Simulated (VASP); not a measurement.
A run of VASP 6.6.1:

File POSCAR:

```
CsSnI3
1.0
    6.4287354260      0.0000000000      0.0000000000
    0.0000000000      6.4287354260      0.0000000000
    0.0000000000      0.0000000000      6.1960768926
Cs Sn I
1 1 3
Direct
    0.0000000000      0.0000000000      0.0000000000
    0.5000000000      0.5000000000      0.5000000000
    0.5000000000      0.5000000000      0.0000000000
    0.5000000000      0.0000000000      0.5000000000
    0.0000000000      0.5000000000      0.5000000000
```

The input INCAR.step1:

```
PREC = Accurate
ENCUT = 520
EDIFF = 1E-5
ISMEAR = 0
SIGMA = 0.01
LREAL = False
LASPH = True
NELM = 60
ALGO = Normal
ISIF = 2
LWAVE = True
LCHARG = False
NBANDS = 30
GGA = PE
```

File INCAR.step2:

```
PREC = Accurate
ENCUT = 520
EDIFF = 1E-7
ISMEAR = 0
SIGMA = 0.01
LREAL = False
LASPH = True
NELM = 60
ALGO = Normal
ISIF = 2
LWAVE = False
LCHARG = False
GGA = PE
LHFCALC = True
HFSCREEN = 0.2079
PRECFOCK = Fast
NBANDS = 30
ISTART = 1
```

Contents of KPOINTS:

```
Automatic mesh
0
Gamma
  2 2 2
```

Potentials or basis: VASP PAW PBE potentials, release 64 (Cs_sv, Sn_d, I).

Run with:

```bash
$ cat potpaw_PBE.64/Cs_sv/POTCAR potpaw_PBE.64/Sn_d/POTCAR potpaw_PBE.64/I/POTCAR > POTCAR
$ cp INCAR.step1 INCAR
$ mpirun -np 1 vasp_std > vasp.out
$ cp INCAR.step2 INCAR
$ mpirun -np 1 vasp_std > vasp.out
```

Hardware: 1 thread of Oxide Virtual Turin-like Processor, on a shared host.

**Question.** How long does it take, and how much memory?

**Answer.** Wall time 20 min on 1 thread of Oxide Virtual Turin-like Processor, on a shared host, peak memory 0.44 GiB. Counts: k points 6.
